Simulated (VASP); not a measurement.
# K (P6_3/mmc) in VASP: a series of runs

The runs below take K through single point, with BLYP.

Everything below comes from runs of VASP 6.6.1. Logs are shortened: lines on timing, memory, paths and dates and some standing lists are left out, and cuts for length are marked.

### Step 1. The cell of the first run

Symmetry: P6_3/mmc, No. 194, hexagonal system. The conventional cell has a = 4.561 Å, b = 4.561 Å, c = 7.417 Å, α = 90.00°, β = 90.00°, γ = 120.00°.

This isn't the form of K at room conditions, which is bcc.

### Step 2. Single point, BLYP (66.82 Å³/atom)

Contents of INCAR:

```
  PREC = Accurate
  ENCUT = 520
  EDIFF = 1E-7
  ISMEAR = -1
  SIGMA = 0.1
  LREAL = False
  LASPH = True
  NELM = 100
  ALGO = Normal
  ISIF = 2
  LWAVE = False
  LCHARG = True
  GGA = B5
  ALDAX = 1.0
  AGGAX = 1.0
  AGGAC = 1.0
  ALDAC = 0.0
  LELF = True
  LVHAR = True
  NBANDS = 16
```

Contents of KPOINTS:

```
regular mesh
0
Gamma
  9 9 5
```

Contents of POSCAR:

```
K
1.0
    4.5611489573      0.0000000000      0.0000000000
   -2.2805744787      3.9500708675      0.0000000000
    0.0000000000      0.0000000000      7.4170990520
K
2
Direct
    0.3333333333      0.6666666667      0.2500000000
    0.6666666667      0.3333333333      0.7500000000
```

Potentials or basis: VASP PAW PBE potentials, release 64 (K_sv).

Command:

```bash
cat potpaw_PBE.64/K_sv/POTCAR > POTCAR
mpirun -np 1 vasp_std > vasp.out
```

OUTCAR:

```text
PREC = Accurate
   ENCUT = 520
   EDIFF = 1E-7
   ISMEAR = -1
   LREAL = False
   LASPH = True
   NELM = 100
   ISIF = 2
   GGA = B5

 ion  position               nearest neighbor table
   1  0.333  0.667  0.250-
   2  0.667  0.333  0.750-

  LATTYP: Found a hexagonal cell.
 ALAT       =     4.5611489573
 C/A-ratio  =     1.6261470786

  Lattice vectors:

 A1 = (   4.5611489573,   0.0000000000,   0.0000000000)
 A2 = (  -2.2805744787,   3.9500708675,   0.0000000000)
 A3 = (   0.0000000000,   0.0000000000,   7.4170990520)

Analysis of symmetry for initial positions (statically):
=====================================================================
 Subroutine PRICEL returns:
 Original cell was already a primitive cell.

 Routine SETGRP: Setting up the symmetry group for a
 hexagonal supercell.

 Subroutine GETGRP returns: Found 24 space group operations
 (whereof 12 operations were pure point group operations)
 out of a pool of 24 trial point group operations.

The static configuration has the point symmetry D_3d.
 The point group associated with its full space group is D_6h.

Analysis of symmetry for dynamics (positions and initial velocities):
=====================================================================
 Subroutine PRICEL returns:
 Original cell was already a primitive cell.

 Routine SETGRP: Setting up the symmetry group for a
 hexagonal supercell.

 Subroutine GETGRP returns: Found 24 space group operations
 (whereof 12 operations were pure point group operations)
 out of a pool of 24 trial point group operations.

The dynamic configuration has the point symmetry D_3d.
 The point group associated with its full space group is D_6h.

 Subroutine INISYM returns: Found 24 space group operations
 (whereof 12 operations are pure point group operations),
 and found     1 'primitive' translations

----------------------------------------------------------------------------------------

                                     Primitive cell

  volume of cell :     133.6328

  direct lattice vectors                    reciprocal lattice vectors
     4.561148957  0.000000000  0.000000000     0.219243004  0.126580007  0.000000000
[... 75 lines left out ...]
   NGXF,Y,Z  is equivalent  to a cutoff of  26.24, 26.24, 25.10 a.u.
 SYSTEM =  unknown system
   PREC   = accura    normal or accurate (medium, high low for compatibility)
   ISTART =      0    job   : 0-new  1-cont  2-samecut
   ICHARG =      2    charge: 1-file 2-atom 10-const
   ISPIN  =      1    spin polarized calculation?
   LNONCOLLINEAR =      F non collinear calculations
   LSORBIT =      F    spin-orbit coupling
   LASPH  =      T    aspherical Exc in radial PAW
   ENCUT  =  520.0 eV  38.22 Ry    6.18 a.u.   8.48  8.48 13.79*2*pi/ulx,y,z
   NELM   =    100;   NELMIN=  2; NELMDL= -5     # of ELM steps
   EDIFF  = 0.1E-06   stopping-criterion for ELM
   LREAL  =      F    real-space projection
   EDIFFG = 0.1E-05   stopping-criterion for IOM
   NSW    =      0    number of steps for IOM
   IBRION =     -1    ionic relax: 0-MD 1-quasi-New 2-CG
   NFREE  =      0    steps in history (QN), initial steepest desc. (CG)
   ISIF   =      2    stress and relaxation
   ISYM   =      2    0-nonsym 1-usesym 2-fastsym
   POTIM  = 0.5000    time-step for ionic-motion
   TEBEG  =    0.0;   TEEND  =   0.0 temperature during run
   PSTRESS=    0.0 pullay stress
   NELECT =      18.0000    total number of electrons
   NUPDOWN=      -1.0000    fix difference up-down
   EMIN   =  10.00;   EMAX   =-10.00  energy-range for DOS
   EFERMI =   0.00;   METHOD = LEGACY
   ISMEAR =    -1;   SIGMA  =   0.10  broadening in eV -4-tet -1-fermi 0-gaus
   EFERMI_NEDOS =   21; number of points for ismear=-14 and -15
   IALGO  =     38    algorithm
   IMIX   =      4    mixing-type and parameters
     AMIX     =   0.40;   BMIX     =  1.00
     AMIX_MAG =   1.60;   BMIX_MAG =  1.00
  volume/ion in A,a.u.               =      66.82       450.90
  Fermi-wavevector in a.u.,A,eV,Ry     =   0.839192  1.585843  9.581807  0.704243
  Thomas-Fermi vector in A             =   1.953370
   LORBIT       =      0    0 simple, 1 ext, 2 COOP (PROOUT), +10 PAW based schemes
   GGA     = B5    functional components
   LHFCALC =     F    Hartree Fock is set to
   AEXX    =    0.0000 exact exchange contribution
   IVDW    =     0    specifies the selected vdW correction
   LEPSILON=     F    determine dielectric tensor
   LRPA    =     F    only Hartree local field effects (RPA)
 non-spin polarized calculation
  energy-cutoff  :      520.00
  volume of cell :      133.63
 maximum number of plane-waves:      3633
 NGX is ok and might be reduce to    36
   NGX = 17   NGY = 17   NGZ = 27

 number of electron      18.0000001 magnetization

 Free energy of the ion-electron system (eV)
  ---------------------------------------------------
  ext. energy  EPLUGINS =         0.00000000
  ---------------------------------------------------
  free energy    TOTEN  =        -1.40995825 eV

  energy without entropy =       -1.36351373  energy(sigma->0) =       -1.38673599

 E-fermi :   0.5417     XC(G=0):  -5.5074

 val. band max:        0.4507515125   @ k =   0.1111   0.1111   0.2000
 cond. band min:       0.5635110136   @ k =   0.2222  -0.0000   0.2000
 fundamental gap:      0.1127595011
 Fermi energy:         0.5416937884

 k-point     1 :       0.0000    0.0000    0.0000
  band No.  band energies     occupation
      1     -31.6815      2.00000
      2     -31.6753      2.00000
      3     -15.3025      2.00000
      4     -15.2223      2.00000
      5     -15.2223      2.00000
      6     -15.2091      2.00000
[... 433 lines left out ...]
      3     -15.2756      2.00000
      4     -15.2734      2.00000
      5     -15.2734      2.00000
      6     -15.2529      2.00000
[... 8 lines left out ...]
     15       3.9757      0.00000
     16       5.0834      0.00000

 [... further k-points ...]
[... 5 lines left out ...]
  --------------------------------------------------------------------------------------
  -------------------------------------------------------------------------------------
  Total        0.4095902      0.4095902      0.4786116     -0.0000000      0.0000000     -0.0000000
  in kB        4.9107403      4.9107403      5.7382651     -0.0000000      0.0000000     -0.0000000
  external PRESSURE =       5.1865819 kB  Pullay stress =       0.0000000 kB

 VOLUME and BASIS-vectors are now :
 -----------------------------------------------------------------------------
  energy-cutoff  :      520.00
  volume of cell :      133.63
      direct lattice vectors                 reciprocal lattice vectors
     4.561148957  0.000000000  0.000000000     0.219243004  0.126580007  0.000000000
    -2.280574479  3.950070868  0.000000000     0.000000000  0.253160015  0.000000000
     0.000000000  0.000000000  7.417099052     0.000000000  0.000000000  0.134823601

 POSITION                                       TOTAL-FORCE (eV/Angst)
 -----------------------------------------------------------------------------------
     -0.00000      2.63338      1.85427        -0.000000     -0.000000     -0.000000
      2.28057      1.31669      5.56282         0.000000      0.000000      0.000000
 -----------------------------------------------------------------------------------
    total drift:                               -0.000000      0.000000     -0.000000

  FREE ENERGIE OF THE ION-ELECTRON SYSTEM (eV)
  ---------------------------------------------------
  free  energy   TOTEN  =        -1.4099582454 eV

  energy  without entropy=       -1.3635137301  energy(sigma->0) =       -1.38673599
```

stdout:

```text
POSCAR found type information on POSCAR K
 POSCAR found :  1 types and       2 ions
 scaLAPACK will be used
 -----------------------------------------------------------------------------
|                                                                             |
|                                                                             |
|     You enforced a specific xc type in the INCAR file but a different       |
|     I HOPE YOU KNOW WHAT YOU ARE DOING!                                     |
|                                                                             |
 -----------------------------------------------------------------------------

 LDA part: xc-table for (Slater(with rela. corr.)+VWN5), standard interpolation
 POSCAR, INCAR and KPOINTS ok, starting setup
 FFT: planning ... GRIDC
 FFT: planning ... GRID_SOFT
 FFT: planning ... GRID
 WAVECAR not read
 entering main loop
```

Wall time 60 s (1 thread of Intel Xeon Platinum 8488C (Sapphire Rapids), shared host); peak memory 0.26 GiB.

Results:

| Property | Result |
| --- | --- |
| Free energy | -1.4100 eV |
| Pressure | 0.5 GPa |
| Band gap on the k mesh | zero (bands 9 and 10 overlap by 2.33 eV) |

Stress tensor (GPa, compression positive):
```
0.49 0.00 0.00
0.00 0.49 0.00
0.00 0.00 0.57
```

Caveat: the PAW data sets were made with another functional, which shifts forces and pressure a little.

### Step 3. Single point, BLYP (69.85 Å³/atom)

This run uses another cell than the first one, of 69.85 Å³/atom.

Contents of INCAR:

```
PREC     = Accurate       # precision mode
ENCUT    = 520            # plane-wave cutoff, eV
EDIFF    = 1E-6           # SCF threshold, eV
ISMEAR   = -1             # smearing method
SIGMA    = 0.1            # smearing width, eV
LREAL    = False          # projectors in reciprocal space
LASPH    = True           # aspherical terms in the spheres
NELM     = 60             # most SCF steps
ALGO     = Normal         # electronic algorithm
ISIF     = 2              # what is computed and relaxed
LWAVE    = False          # write WAVECAR
LCHARG   = False          # write CHGCAR
GGA      = B5             # functional
ALDAX    = 1.0          
AGGAX    = 1.0          
AGGAC    = 1.0          
ALDAC    = 0.0          
NBANDS   = 16             # bands
```

Contents of KPOINTS:

```
Automatic mesh
0
Gamma
  9 9 5
```

Contents of POSCAR:

```
K
1.0
    4.6292358455      0.0000000000      0.0000000000
   -2.3146179227      4.0090358423      0.0000000000
    0.0000000000      0.0000000000      7.5278183463
K
2
Direct
    0.3333333333      0.6666666667      0.2500000000
    0.6666666667      0.3333333333      0.7500000000
```

Potentials or basis: VASP PAW PBE potentials, release 64 (K_sv).

Command:

```bash
cat potpaw_PBE.64/K_sv/POTCAR > POTCAR
mpirun -np 1 vasp_std > vasp.out
```

OUTCAR:

```text
PREC = Accurate
   ENCUT = 520
   EDIFF = 1E-6
   ISMEAR = -1
   LREAL = False
   LASPH = True
   NELM = 60
   ISIF = 2
   GGA = B5

 ion  position               nearest neighbor table
   1  0.333  0.667  0.250-
   2  0.667  0.333  0.750-

  LATTYP: Found a hexagonal cell.
 ALAT       =     4.6292358455
 C/A-ratio  =     1.6261470786

  Lattice vectors:

 A1 = (   4.6292358455,   0.0000000000,   0.0000000000)
[... 190 lines left out ...]
      3     -15.4199      2.00000
      4     -15.3515      2.00000
      5     -15.3515      2.00000
      6     -15.3401      2.00000
[... 433 lines left out ...]
      3     -15.3971      2.00000
      4     -15.3952      2.00000
      5     -15.3952      2.00000
      6     -15.3777      2.00000
[... 8 lines left out ...]
     15       3.8160      0.00000
     16       4.8301      0.00000

 [... further k-points ...]
[... 5 lines left out ...]
  --------------------------------------------------------------------------------------
  -------------------------------------------------------------------------------------
  Total        0.2531210      0.2531210      0.3148587      0.0000000      0.0000000      0.0000000
  in kB        2.9028216      2.9028216      3.6108368      0.0000000      0.0000000      0.0000000
  external PRESSURE =       3.1388267 kB  Pullay stress =       0.0000000 kB

 VOLUME and BASIS-vectors are now :
 -----------------------------------------------------------------------------
  energy-cutoff  :      520.00
  volume of cell :      139.71
      direct lattice vectors                 reciprocal lattice vectors
     4.629235846  0.000000000  0.000000000     0.216018374  0.124718266  0.000000000
    -2.314617923  4.009035842  0.000000000     0.000000000  0.249436533  0.000000000
     0.000000000  0.000000000  7.527818346     0.000000000  0.000000000  0.132840613

 POSITION                                       TOTAL-FORCE (eV/Angst)
 -----------------------------------------------------------------------------------
     -0.00000      2.67269      1.88195        -0.000000      0.000000      0.000000
      2.31462      1.33635      5.64586         0.000000     -0.000000      0.000000
 -----------------------------------------------------------------------------------
    total drift:                                0.000000     -0.000000      0.000000

  FREE ENERGIE OF THE ION-ELECTRON SYSTEM (eV)
  ---------------------------------------------------
  free  energy   TOTEN  =        -1.4260836719 eV

  energy  without entropy=       -1.3786153551  energy(sigma->0) =       -1.40234951
```

Run time: 49 s. Hardware: 1 thread of Intel Xeon Platinum 8488C (Sapphire Rapids), shared host; peak memory 0.26 GiB.

Results:

- Free energy: -1.4261 eV
- Pressure: 0.3 GPa
- Band gap on the k mesh: zero (bands 9 and 10 overlap by 2.31 eV)

Levels at points of the mesh, in eV from the Fermi level:
| k point | band 7 | band 8 | band 9 | band 10 | band 11 | band 12 |
| --- | --- | --- | --- | --- | --- | --- |
| (0.00, 0.00, 0.00) | -15.77 | -15.77 | -2.25 | 0.24 | 0.67 | 3.91 |

Caveat: the PAW data sets were made with another functional, which shifts forces and pressure a little.

### Step 4. Single point, BLYP (72.89 Å³/atom)

This run uses another cell than the first one, of 72.89 Å³/atom.

Contents of INCAR:

```
SYSTEM = K
AGGAC = 1.0
AGGAX = 1.0
ALDAC = 0.0
ALDAX = 1.0
ALGO = Normal
EDIFF = 1E-7
ENCUT = 520
GGA = B5
ISIF = 2
ISMEAR = -1
LASPH = .True.
LCHARG = .False.
LREAL = .False.
LWAVE = .False.
NBANDS = 16
NELM = 80
PREC = Accurate
SIGMA = 0.1
```

Contents of KPOINTS:

```
k-points
0
Gamma
  9 9 5
  0 0 0
```

Contents of POSCAR:

```
K
1.0
    4.6953767221      0.0000000000      0.0000000000
   -2.3476883611      4.0663155217      0.0000000000
    0.0000000000      0.0000000000      7.6353731396
K
2
Direct
    0.3333333333      0.6666666667      0.2500000000
    0.6666666667      0.3333333333      0.7500000000
```

Command:

```bash
cat potpaw_PBE.64/K_sv/POTCAR > POTCAR
mpirun -np 1 vasp_std > vasp.out
```

It took 60 s on 1 thread of Intel Xeon Platinum 8488C (Sapphire Rapids), shared host; peak memory 0.27 GiB.

It converged, with:

- Free energy: -1.4351 eV
- Pressure: 0.1 GPa
- Band gap on the k mesh: zero (bands 9 and 10 overlap by 2.28 eV)

Levels at points of the mesh, in eV from the Fermi level:
```
           k point  band 7  band 8  band 9  band 10  band 11  band 12
(0.00, 0.00, 0.00)  -15.79  -15.79   -2.19     0.24     0.65     3.88
```

Caveat: the PAW data sets were made with another functional, which shifts forces and pressure a little.

### Step 5. Overview

```csv
cell,gap on the mesh (eV),pressure (GPa)
"a = 4.561, b = 4.561, c = 7.417 Å, angles 90.0, 90.0, 120.0°, 2 atoms",none,0.5
"a = 4.629, b = 4.629, c = 7.528 Å, angles 90.0, 90.0, 120.0°, 2 atoms",none,0.3
"a = 4.695, b = 4.695, c = 7.635 Å, angles 90.0, 90.0, 120.0°, 2 atoms",none,0.1
```

Alike in all rows: task single point; level BLYP; potentials or basis VASP PAW PBE potentials, release 64 (K_sv); no spin polarisation; k mesh 9 × 9 × 5; cutoff (eV) 520; smearing fermi-dirac 0.1 eV.

Caveats: the PAW data sets were made with another functional, which shifts forces and pressure a little.

Total energies depend on the potentials used, so only differences within one code and one set of settings carry meaning.
